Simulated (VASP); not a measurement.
# KCl (Fm-3m) in VASP: single point with PBE

Aim: the single point of KCl with PBE.

Program: VASP 6.6.1. These are calculated values, not measurements. Logs are shortened: lines on timing, memory, paths and dates and some standing lists are left out, and cuts for length are marked.

### 1 The cell of the first run

It takes space group Fm-3m (No. 225, cubic). Conventional cell: a = 6.095 Å, b = 6.095 Å, c = 6.095 Å, α = 90.00°, β = 90.00°, γ = 90.00°. Within 4.0 Å of K (site symmetry m-3m) lie 6 Cl at 3.05 Å. Within 4.0 Å of Cl (site symmetry m-3m) lie 6 K at 3.05 Å.

### 2 Single point, PBE (strained)

Input file INCAR:

```
ALGO = Normal
EDIFF = 1E-6
ENCUT = 500
GGA = PE
GGA_COMPAT = False
ISIF = 2
ISMEAR = 0
LASPH = True
LCHARG = False
LREAL = False
LWAVE = False
NBANDS = 15
NELM = 120
PREC = Accurate
SIGMA = 0.02
```

Input file KPOINTS:

```
k-points
0
Gamma
  6 6 6
```

Input file POSCAR:

```
KCl
1.0
    0.0000000000      3.0474039160      3.0474039160
    3.0474039160      0.0000000000      3.0474039160
    3.0474039160      3.0474039160      0.0000000000
K Cl
1 1
Direct
    0.0000000000      0.0000000000      0.0000000000
    0.5000000000      0.5000000000      0.5000000000
```

Potentials or basis: VASP PAW PBE potentials, release 64 (K_sv, Cl).

Run with:

```bash
cat potpaw_PBE.64/K_sv/POTCAR potpaw_PBE.64/Cl/POTCAR > POTCAR
mpirun -np 1 vasp_std > vasp.out
```

OUTCAR:

```text
EDIFF = 1E-6
   ENCUT = 500
   GGA = PE
   ISIF = 2
   ISMEAR = 0
   LASPH = True
   LREAL = False
   NELM = 120
   PREC = Accurate

 ion  position               nearest neighbor table
   1  0.000  0.000  0.000-   2 3.05   2 3.05   2 3.05   2 3.05   2 3.05   2 3.05
   2  0.500  0.500  0.500-   1 3.05   1 3.05   1 3.05   1 3.05   1 3.05   1 3.05

  LATTYP: Found a face centered cubic cell.
 ALAT       =     6.0948078320

  Lattice vectors:

 A1 = (   0.0000000000,   3.0474039160,   3.0474039160)
 A2 = (   3.0474039160,   0.0000000000,   3.0474039160)
 A3 = (   3.0474039160,   3.0474039160,   0.0000000000)

Analysis of symmetry for initial positions (statically):
=====================================================================
 Subroutine PRICEL returns:
 Original cell was already a primitive cell.

 Routine SETGRP: Setting up the symmetry group for a
 face centered cubic supercell.

 Subroutine GETGRP returns: Found 48 space group operations
 (whereof 48 operations were pure point group operations)
 out of a pool of 48 trial point group operations.

The static configuration has the point symmetry O_h .

Analysis of symmetry for dynamics (positions and initial velocities):
=====================================================================
 Subroutine PRICEL returns:
 Original cell was already a primitive cell.

 Routine SETGRP: Setting up the symmetry group for a
 face centered cubic supercell.

 Subroutine GETGRP returns: Found 48 space group operations
 (whereof 48 operations were pure point group operations)
 out of a pool of 48 trial point group operations.

The dynamic configuration has the point symmetry O_h .

 Subroutine INISYM returns: Found 48 space group operations
 (whereof 48 operations are pure point group operations),
 and found     1 'primitive' translations

----------------------------------------------------------------------------------------

                                     Primitive cell

  volume of cell :      56.6005

  direct lattice vectors                    reciprocal lattice vectors
     0.000000000  3.047403916  3.047403916    -0.164074082  0.164074082  0.164074082
     3.047403916  0.000000000  3.047403916     0.164074082 -0.164074082  0.164074082
     3.047403916  3.047403916  0.000000000     0.164074082  0.164074082 -0.164074082

  length of vectors
     4.309679948  4.309679948  4.309679948     0.284184646  0.284184646  0.284184646

  position of ions in fractional coordinates (direct lattice)
     0.000000000  0.000000000  0.000000000
     0.500000000  0.500000000  0.500000000

  ion indices of the primitive-cell ions
   primitive index   ion index
                 1           1
                 2           2

----------------------------------------------------------------------------------------

 KPOINTS: k-points

Automatic generation of k-mesh.
 Grid dimensions read from file:
 generate k-points for:    6    6    6

 Generating k-lattice:

  Cartesian coordinates                     Fractional coordinates (reciprocal lattice)
    -0.027345680  0.027345680  0.027345680     0.166666667  0.000000000  0.000000000
     0.027345680 -0.027345680  0.027345680     0.000000000  0.166666667  0.000000000
     0.027345680  0.027345680 -0.027345680     0.000000000  0.000000000  0.166666667

  Length of vectors
     0.047364108  0.047364108  0.047364108

  Shift w.r.t. Gamma in fractional coordinates (k-lattice)
     0.000000000  0.000000000  0.000000000

 Subroutine IBZKPT returns following result:
 ===========================================

 Found     16 irreducible k-points:

 Following reciprocal coordinates:
            Coordinates               Weight
  0.000000  0.000000  0.000000      1.000000
  0.166667  0.000000  0.000000      8.000000
  0.333333  0.000000  0.000000      8.000000
  0.500000  0.000000  0.000000      4.000000
  0.166667  0.166667  0.000000      6.000000
  0.333333  0.166667  0.000000     24.000000
[... 8 lines left out ...]
 -0.333333  0.333333  0.166667     24.000000
 -0.333333  0.500000  0.166667     12.000000
   k-points           NKPTS =     16   k-points in BZ     NKDIM =     16   number of bands    NBANDS=     15
   number of dos      NEDOS =    301   number of ions     NIONS =      2
   total plane-waves  NPLWV =  32768
   dimension x,y,z NGX =    32 NGY =   32 NGZ =   32
   dimension x,y,z NGXF=    64 NGYF=   64 NGZF=   64
   ions per type =               1   1
   NGX,Y,Z   is equivalent  to a cutoff of  12.34, 12.34, 12.34 a.u.
   NGXF,Y,Z  is equivalent  to a cutoff of  24.69, 24.69, 24.69 a.u.
 SYSTEM =  unknown system
   PREC   = accura    normal or accurate (medium, high low for compatibility)
   ISTART =      0    job   : 0-new  1-cont  2-samecut
   ICHARG =      2    charge: 1-file 2-atom 10-const
   ISPIN  =      1    spin polarized calculation?
   LNONCOLLINEAR =      F non collinear calculations
   LSORBIT =      F    spin-orbit coupling
   LASPH  =      T    aspherical Exc in radial PAW
   ENCUT  =  500.0 eV  36.75 Ry    6.06 a.u.   7.86  7.86  7.86*2*pi/ulx,y,z
   NELM   =    120;   NELMIN=  2; NELMDL= -5     # of ELM steps
   EDIFF  = 0.1E-05   stopping-criterion for ELM
   LREAL  =      F    real-space projection
   EDIFFG = 0.1E-04   stopping-criterion for IOM
   NSW    =      0    number of steps for IOM
   IBRION =     -1    ionic relax: 0-MD 1-quasi-New 2-CG
   NFREE  =      0    steps in history (QN), initial steepest desc. (CG)
   ISIF   =      2    stress and relaxation
   ISYM   =      2    0-nonsym 1-usesym 2-fastsym
   POTIM  = 0.5000    time-step for ionic-motion
   TEBEG  =    0.0;   TEEND  =   0.0 temperature during run
   PSTRESS=    0.0 pullay stress
   NELECT =      16.0000    total number of electrons
   NUPDOWN=      -1.0000    fix difference up-down
   EMIN   =  10.00;   EMAX   =-10.00  energy-range for DOS
   EFERMI =   0.00;   METHOD = LEGACY
   ISMEAR =     0;   SIGMA  =   0.02  broadening in eV -4-tet -1-fermi 0-gaus
   EFERMI_NEDOS =   21; number of points for ismear=-14 and -15
   IALGO  =     38    algorithm
   IMIX   =      4    mixing-type and parameters
     AMIX     =   0.40;   BMIX     =  1.00
     AMIX_MAG =   1.60;   BMIX_MAG =  1.00
  volume/ion in A,a.u.               =      28.30       190.98
  Fermi-wavevector in a.u.,A,eV,Ry     =   1.074422  2.030363 15.706323  1.154382
  Thomas-Fermi vector in A             =   2.210249
   LORBIT       =      0    0 simple, 1 ext, 2 COOP (PROOUT), +10 PAW based schemes
   GGA     = PE    functional components
   LHFCALC =     F    Hartree Fock is set to
   AEXX    =    0.0000 exact exchange contribution
   IVDW    =     0    specifies the selected vdW correction
   LEPSILON=     F    determine dielectric tensor
   LRPA    =     F    only Hartree local field effects (RPA)
 non-spin polarized calculation
 Gauss-broadening in eV      SIGMA  =   0.02
  energy-cutoff  :      500.00
  volume of cell :       56.60
 maximum number of plane-waves:      1459
   NGX = 15   NGY = 15   NGZ = 15

 number of electron      16.0000001 magnetization

 Free energy of the ion-electron system (eV)
  ---------------------------------------------------
  ext. energy  EPLUGINS =         0.00000000
  ---------------------------------------------------
  free energy    TOTEN  =        -6.73505468 eV

  energy without entropy =       -6.73505468  energy(sigma->0) =       -6.73505468

 E-fermi :  -1.2847     XC(G=0):  -7.9402

 val. band max:       -1.4291959701   @ k =   0.0000   0.0000   0.0000
 cond. band min:       4.1076471864   @ k =   0.0000   0.0000   0.0000
 fundamental gap:      5.5368431565
 Fermi energy:        -1.2847374933

 k-point     1 :       0.0000    0.0000    0.0000
  band No.  band energies     occupation
      1     -28.4075      2.00000
      2     -13.6658      2.00000
      3     -11.8690      2.00000
      4     -11.8690      2.00000
      5     -11.8690      2.00000
      6      -1.4292      2.00000
      7      -1.4292      2.00000
      8      -1.4292      2.00000
      9       4.1076      0.00000
     10       6.9854      0.00000
     11       6.9854      0.00000
     12       6.9854      0.00000
     13       7.9170      0.00000
     14       7.9170      0.00000
     15      11.8881      0.00000

 k-point     2 :       0.1667    0.0000    0.0000
  band No.  band energies     occupation
      1     -28.4031      2.00000
      2     -13.7304      2.00000
      3     -11.8719      2.00000
      4     -11.8719      2.00000
      5     -11.7868      2.00000
      6      -1.7975      2.00000
      7      -1.5385      2.00000
      8      -1.5385      2.00000
      9       4.7977      0.00000
     10       6.8362      0.00000
     11       7.3647      0.00000
     12       7.3647      0.00000
     13       8.3532      0.00000
     14       8.3532      0.00000
     15      12.9013      0.00000

 k-point     3 :       0.3333    0.0000    0.0000
  band No.  band energies     occupation
      1     -28.3943      2.00000
      2     -13.8462      2.00000
      3     -11.8777      2.00000
      4     -11.8777      2.00000
      5     -11.6346      2.00000
      6      -2.4011      2.00000
      7      -1.7432      2.00000
      8      -1.7432      2.00000
      9       6.0070      0.00000
     10       7.0712      0.00000
     11       8.4000      0.00000
     12       8.4000      0.00000
     13       9.4532      0.00000
     14       9.4532      0.00000
     15      12.0447      0.00000
[... 199 lines left out ...]
 k-point    15 :      -0.3333    0.3333    0.1667
  band No.  band energies     occupation
      1     -28.3860      2.00000
      2     -13.7285      2.00000
      3     -11.9802      2.00000
      4     -11.9541      2.00000
      5     -11.7246      2.00000
      6      -2.2518      2.00000
      7      -1.9254      2.00000
      8      -1.8503      2.00000
      9       6.7027      0.00000
     10       6.9423      0.00000
     11       8.7758      0.00000
     12       8.9959      0.00000
     13      10.1316      0.00000
     14      10.8824      0.00000
     15      10.9229      0.00000

 k-point    16 :      -0.3333    0.5000    0.1667
  band No.  band energies     occupation
      1     -28.3848      2.00000
      2     -13.6336      2.00000
      3     -12.0443      2.00000
      4     -11.9810      2.00000
      5     -11.8012      2.00000
      6      -2.0573      2.00000
      7      -1.9309      2.00000
      8      -1.8247      2.00000
      9       5.8351      0.00000
     10       7.7817      0.00000
     11       8.1203      0.00000
     12       9.1501      0.00000
     13       9.8538      0.00000
     14      10.6597      0.00000
     15      11.4339      0.00000

------------------------ aborting loop because EDIFF is reached ----------------------------------------

  FORCE on cell =-STRESS in cart. coord.  units (eV):
  Direction    XX          YY          ZZ          XY          YZ          ZX
  --------------------------------------------------------------------------------------
  -------------------------------------------------------------------------------------
  Total        1.1233679      1.1233679      1.1233679      0.0000000     -0.0000000      0.0000000
  in kB       31.7989322     31.7989322     31.7989322      0.0000000     -0.0000000      0.0000000
  external PRESSURE =      31.7989322 kB  Pullay stress =       0.0000000 kB

 VOLUME and BASIS-vectors are now :
 -----------------------------------------------------------------------------
  energy-cutoff  :      500.00
  volume of cell :       56.60
      direct lattice vectors                 reciprocal lattice vectors
     0.000000000  3.047403916  3.047403916    -0.164074082  0.164074082  0.164074082
     3.047403916  0.000000000  3.047403916     0.164074082 -0.164074082  0.164074082
     3.047403916  3.047403916  0.000000000     0.164074082  0.164074082 -0.164074082

 POSITION                                       TOTAL-FORCE (eV/Angst)
 -----------------------------------------------------------------------------------
      0.00000      0.00000      0.00000         0.000000     -0.000000      0.000000
      3.04740      3.04740      3.04740        -0.000000      0.000000     -0.000000
 -----------------------------------------------------------------------------------
    total drift:                                0.000000     -0.000000     -0.000000

  FREE ENERGIE OF THE ION-ELECTRON SYSTEM (eV)
  ---------------------------------------------------
  free  energy   TOTEN  =        -6.7350546818 eV

  energy  without entropy=       -6.7350546818  energy(sigma->0) =       -6.73505468
```

Run time: 5.1 s. Hardware: 1 thread of Intel Xeon 6975P-C (Granite Rapids), shared host; peak memory 0.17 GiB.

What came out:

```
Free energy            : -6.7351 eV
Pressure               : 3.2 GPa
Band gap on the k mesh : 5.54 eV
```

Caveat: the cell differs from its parent crystal (strained); the cell stands under pressure.
